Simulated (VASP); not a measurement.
# Nb (P6/mmm) in VASP: further runs, part 2 of 2

VASP 6.6.1. The steps go on from the part before.

### 4 Single point, PBEsol

This run uses another cell than the first one: it holds 3 atoms, not 1.

File INCAR:

```
PREC = Accurate
ENCUT = 500
EDIFF = 1E-6
ISMEAR = 0
SIGMA = 0.1
LREAL = False
LASPH = True
NELM = 120
ALGO = Normal
ISIF = 2
LWAVE = False
LCHARG = True
GGA = PS
LELF = True
LVHAR = True
NBANDS = 26
GGA_COMPAT = False
```

File KPOINTS:

```
regular mesh
0
Gamma
  6 6 6
```

File POSCAR:

```
Nb
1.0
    4.9306821359      0.0000000000      0.0000000000
   -2.4653410680      4.2700959877      0.0000000000
    0.0000000000      0.0000000000      3.0227225268
Nb
3
Direct
    0.0000000000      0.0000000000      0.0000000000
    0.3333333333      0.6666666667      0.5000000000
    0.6666666667      0.3333333333      0.5000000000
```

Potentials or basis: VASP PAW PBE potentials, release 64 (Nb_sv).

On the command line:

```
> cat potpaw_PBE.64/Nb_sv/POTCAR > POTCAR
> mpirun -np 1 vasp_std > vasp.out
```

OUTCAR:

```text
PREC = Accurate
   ENCUT = 500
   EDIFF = 1E-6
   ISMEAR = 0
   LREAL = False
   LASPH = True
   NELM = 120
   ISIF = 2
   GGA = PS

 ion  position               nearest neighbor table
   1  0.000  0.000  0.000-
   2  0.333  0.667  0.500-   3 2.85   3 2.85   3 2.85
   3  0.667  0.333  0.500-   2 2.85   2 2.85   2 2.85

  LATTYP: Found a hexagonal cell.
 ALAT       =     4.9306821359
 C/A-ratio  =     0.6130434783

  Lattice vectors:

 A1 = (   4.9306821359,   0.0000000000,   0.0000000000)
 A2 = (  -2.4653410680,   4.2700959877,   0.0000000000)
 A3 = (   0.0000000000,   0.0000000000,   3.0227225268)

Analysis of symmetry for initial positions (statically):
=====================================================================
 Subroutine PRICEL returns:
 Original cell was already a primitive cell.

 Routine SETGRP: Setting up the symmetry group for a
 hexagonal supercell.

 Subroutine GETGRP returns: Found 24 space group operations
 (whereof 24 operations were pure point group operations)
 out of a pool of 24 trial point group operations.

The static configuration has the point symmetry D_6h.

Analysis of symmetry for dynamics (positions and initial velocities):
=====================================================================
 Subroutine PRICEL returns:
 Original cell was already a primitive cell.

 Routine SETGRP: Setting up the symmetry group for a
 hexagonal supercell.

 Subroutine GETGRP returns: Found 24 space group operations
 (whereof 24 operations were pure point group operations)
 out of a pool of 24 trial point group operations.

The dynamic configuration has the point symmetry D_6h.

 Subroutine INISYM returns: Found 24 space group operations
 (whereof 24 operations are pure point group operations),
 and found     1 'primitive' translations

[... 107 lines left out ...]
   NELECT =      39.0000    total number of electrons
   NUPDOWN=      -1.0000    fix difference up-down
   EMIN   =  10.00;   EMAX   =-10.00  energy-range for DOS
   EFERMI =   0.00;   METHOD = LEGACY
   ISMEAR =     0;   SIGMA  =   0.10  broadening in eV -4-tet -1-fermi 0-gaus
   EFERMI_NEDOS =   21; number of points for ismear=-14 and -15
   IALGO  =     38    algorithm
   IMIX   =      4    mixing-type and parameters
     AMIX     =   0.40;   BMIX     =  1.00
     AMIX_MAG =   1.60;   BMIX_MAG =  1.00
  volume/ion in A,a.u.               =      21.21       143.16
  Fermi-wavevector in a.u.,A,eV,Ry     =   1.390535  2.627731 26.308072  1.933589
  Thomas-Fermi vector in A             =   2.514461
   LORBIT       =      0    0 simple, 1 ext, 2 COOP (PROOUT), +10 PAW based schemes
   GGA     = PS    functional components
   LHFCALC =     F    Hartree Fock is set to
   AEXX    =    0.0000 exact exchange contribution
   IVDW    =     0    specifies the selected vdW correction
   LEPSILON=     F    determine dielectric tensor
   LRPA    =     F    only Hartree local field effects (RPA)
 non-spin polarized calculation
 Gauss-broadening in eV      SIGMA  =   0.10
  energy-cutoff  :      500.00
  volume of cell :       63.64
 maximum number of plane-waves:      1647
 NGX is ok and might be reduce to    36

 number of electron      39.0000000 magnetization

 Free energy of the ion-electron system (eV)
  ---------------------------------------------------
  ext. energy  EPLUGINS =         0.00000000
  ---------------------------------------------------
  free energy    TOTEN  =       -31.10169665 eV

  energy without entropy =      -31.06419203  energy(sigma->0) =      -31.08294434

 E-fermi :   9.2929     XC(G=0): -11.7949

 val. band max:        9.2885043703   @ k =   0.1667   0.1667   0.0000
 cond. band min:       9.2986900735   @ k =   0.1667   0.0000   0.1667
 fundamental gap:      0.0101857032
 Fermi energy:         9.2928751353

 k-point     1 :       0.0000    0.0000    0.0000
  band No.  band energies     occupation
      1     -45.6396      2.00000
      2     -45.5357      2.00000
      3     -45.4244      2.00000
      4     -21.8974      2.00000
      5     -21.8974      2.00000
      6     -21.7114      2.00000
[... 685 lines left out ...]
     25      12.3856      0.00000
     26      12.5863      0.00000

 [... further k-points ...]
[... 5 lines left out ...]
  --------------------------------------------------------------------------------------
  -------------------------------------------------------------------------------------
  Total       -6.4105582     -6.4105582    -12.9977264      0.0000000      0.0000000     -0.0000000
  in kB     -161.3851249   -161.3851249   -327.2163892      0.0000000      0.0000000     -0.0000000
  external PRESSURE =    -216.6622130 kB  Pullay stress =       0.0000000 kB

 VOLUME and BASIS-vectors are now :
 -----------------------------------------------------------------------------
  energy-cutoff  :      500.00
  volume of cell :       63.64
      direct lattice vectors                 reciprocal lattice vectors
     4.930682136  0.000000000  0.000000000     0.202811695  0.117093387  0.000000000
    -2.465341068  4.270095988  0.000000000     0.000000000  0.234186773  0.000000000
     0.000000000  0.000000000  3.022722527     0.000000000  0.000000000  0.330827587

 POSITION                                       TOTAL-FORCE (eV/Angst)
 -----------------------------------------------------------------------------------
      0.00000      0.00000      0.00000         0.000000      0.000000     -0.000000
     -0.00000      2.84673      1.51136        -0.000000      0.000000      0.000000
      2.46534      1.42337      1.51136         0.000000     -0.000000     -0.000000
 -----------------------------------------------------------------------------------
    total drift:                                0.000000     -0.000000     -0.000000

  FREE ENERGIE OF THE ION-ELECTRON SYSTEM (eV)
  ---------------------------------------------------
  free  energy   TOTEN  =       -31.1016966469 eV

  energy  without entropy=      -31.0641920293  energy(sigma->0) =      -31.08294434
```

It took 17 s on 1 thread of Intel Xeon 6975P-C (Granite Rapids), shared host; peak memory 0.18 GiB.

Results:

```
Free energy : -31.1017 eV
Pressure    : -21.7 GPa
```

Stress tensor (GPa, compression positive):
```
-16.14   0.00   0.00
  0.00 -16.14   0.00
  0.00   0.00 -32.72
```

Caveat: the PAW data sets were made with another functional, which shifts forces and pressure a little.

### 5 Relaxation of cell and atoms, PBEsol

This run uses another cell than the first one: it holds 3 atoms, not 1.

File INCAR:

```
SYSTEM = Nb
PREC     = Accurate       ! precision mode
ENCUT    = 500            ! plane-wave cutoff, eV
EDIFF    = 1E-7           ! SCF threshold, eV
ISMEAR   = 0              ! smearing method
SIGMA    = 0.1            ! smearing width, eV
LREAL    = .False.        ! projectors in reciprocal space
LASPH    = .True.         ! aspherical terms in the spheres
NELM     = 120            ! most SCF steps
ALGO     = Normal         ! electronic algorithm
ISIF     = 3              ! what is computed and relaxed
LWAVE    = .False.        ! write WAVECAR
LCHARG   = .False.        ! write CHGCAR
GGA      = PS             ! functional
IBRION   = 2              ! ionic algorithm
NSW      = 90             ! ionic steps
EDIFFG   = -0.04          ! ionic threshold
GGA_COMPAT= .False.      
NELMIN   = 4
```

File KPOINTS:

```
Automatic mesh
0
Gamma
  6 6 6
  0 0 0
```

POSCAR is that of step 4.

On the command line:

```
> cat potpaw_PBE.64/Nb_sv/POTCAR > POTCAR
> mpirun -np 1 vasp_std > vasp.out
```

Wall time 2.2 min (1 thread of Intel Xeon 6975P-C (Granite Rapids), shared host); peak memory 0.2 GiB.

Results (log left out):

* Free energy: -32.1719 eV
* Relaxed volume: 17.84 Å³/atom
* Relaxed cell: a = 4.817 Å, b = 4.817 Å, c = 2.664 Å, α = 90.00°, β = 90.00°, γ = 120.00°
* Space group after relaxing (to 0.05 Å): P6/mmm (No. 191)
* Energy gained by relaxing: 356.7 meV/atom
* Ionic steps: 10
* Pressure after relaxing: 0.0 GPa

Stress tensor (GPa, compression positive):
```
 0.04  0.00  0.00
 0.00  0.04  0.00
 0.00  0.00 -0.06
```

The path:
```tsv
step	energy change (eV)	largest force (eV/Å)	pressure (GPa)	volume (Å³)
1	0.0000	0.0000	-21.63	63.64
2	1.7248	0.0000	85.41	40.53
3	-0.9864	0.0000	-0.43	53.51
4	-0.9933	0.0000	1.40	52.95
5	-0.9942	0.0000	2.21	52.72
6	-1.0641	0.0000	1.32	53.22
7	-1.0685	0.0000	1.32	53.13
8	-1.0686	0.0000	1.31	53.14
9	-1.0670	0.0000	-1.78	54.10
10	-1.0702	0.0000	0.01	53.53
```

Final structure:
```xyz
3
Lattice="4.8171 0.0000 0.0000 -2.4086 4.1717 0.0000 0.0000 0.0000 2.6640" Properties=species:S:1:pos:R:3 pbc="T T T"
Nb    0.0000    0.0000    0.0000
Nb    0.0000    2.7812    1.3320
Nb    2.4086    1.3906    1.3320
```

Levels at points of the mesh, in eV from the Fermi level:
| k point | band 15 | band 16 | band 17 | band 18 | band 19 | band 20 | band 21 | band 22 | band 23 |
| --- | --- | --- | --- | --- | --- | --- | --- | --- | --- |
| (0.00, 0.00, 0.00) | -1.54 | -1.14 | -1.14 | -1.14 | -1.14 | -0.94 | 0.69 | 0.69 | 3.00 |
| (0.50, 0.00, 0.00) | -3.57 | -2.00 | -1.79 | -1.58 | -1.01 | -0.81 | 1.70 | 1.99 | 3.23 |
| (0.00, 0.00, 0.50) | -2.91 | -2.91 | -1.91 | -0.73 | 0.00 | 0.00 | 1.22 | 1.22 | 3.86 |
| (0.50, 0.00, 0.50) | -3.17 | -2.50 | -1.14 | -1.03 | -0.61 | 0.91 | 0.93 | 1.85 | 2.32 |

Caveat: the volume moved by over 15 % at a fixed basis, so the end points are rough; the PAW data sets were made with another functional, which shifts forces and pressure a little.

### 6 Overview

```csv
task,cell,k mesh,gap on the mesh (eV),pressure (GPa)
single point,"a = 2.841, b = 2.841, c = 2.655 Å, angles 90.0, 90.0, 120.0°, 1 atom",9 × 9 × 6,none,2.0
single point,"a = 4.819, b = 4.819, c = 2.664 Å, angles 90.0, 90.0, 120.0°, 3 atoms",6 × 6 × 6,none,-0.2
single point,"a = 4.931, b = 4.931, c = 3.023 Å, angles 90.0, 90.0, 120.0°, 3 atoms",6 × 6 × 6,none,-21.7
relaxation of cell and atoms,"relaxed from a = 4.931, b = 4.931, c = 3.023 Å, angles 90.0, 90.0, 120.0°, 3 atoms",6 × 6 × 6,none,0.0
```

Alike in all rows: level PBEsol; potentials or basis VASP PAW PBE potentials, release 64 (Nb_sv); no spin polarisation; cutoff (eV) 500; smearing gaussian 0.1 eV.

Caveats: some runs use coarse meshes; the PAW data sets were made with another functional, which shifts forces and pressure a little; the volume moved by over 15 % at a fixed basis, so the end points are rough (some runs).

Absolute energies hang on the potentials; compare differences alone.
